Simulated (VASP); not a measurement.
## ZnS: single point with PBE

Crystal: ZnS.

```xyz
4
Lattice="3.9351 0.0000 0.0000 -1.9675 3.4079 0.0000 0.0000 0.0000 6.0202" Properties=species:S:1:pos:R:3 pbc="T T T"
Zn    0.0000    2.2719    0.0313
Zn    1.9675    1.1360    3.0414
S     0.0000    2.2719    2.5252
S     1.9675    1.1360    5.5354
```

This cell differs from its parent crystal: atoms shifted along a free coordinate, c/a of the conventional cell at fixed volume 1.5299.

* Program: VASP 6.6.1
* Task: single point
* Functional: PBE
* Potentials or basis: VASP PAW PBE potentials, release 64 (Zn, S)
* Cutoff: 520 eV
* k mesh: 9 × 9 × 4
* Occupations: gaussian, width 0.05 eV
* Spin: no spin polarisation
* Dipole correction: no
* Further INCAR settings: ALGO = Normal; EDIFF = 1e-07; NBANDS = 26

```yaml
Pressure: 0.2 GPa
Largest_force: 0.572 eV/Å
Band_gap_on_the_k_mesh: 1.92 eV
```

Forces in eV/Å, atoms in the order of the input:
```
Zn   0.000  0.000  0.572
Zn   0.000  0.000  0.572
S    0.000  0.000 -0.572
S    0.000  0.000 -0.572
```

Stress tensor (GPa, compression positive):
```
-0.27  0.00  0.00
 0.00 -0.27  0.00
 0.00  0.00  1.09
```

Levels at points of the mesh, in eV from the valence-band top:
```tsv
k point	band 15	band 16	band 17	band 18	band 19	band 20	band 21	band 22
(0.00, 0.00, 0.00)	-1.18	-0.33	-0.33	0.00	1.92	2.00	5.84	5.84
(0.00, 0.00, 0.50)	-0.77	-0.77	-0.77	-0.77	2.88	2.88	6.22	6.22
```

It took 2.1 min on 1 thread of Intel Xeon 8259CL, with other jobs on the host, peak memory 0.23 GiB.

Caveat: an odd mesh through Γ misses points on the zone boundary, where band edges can lie.
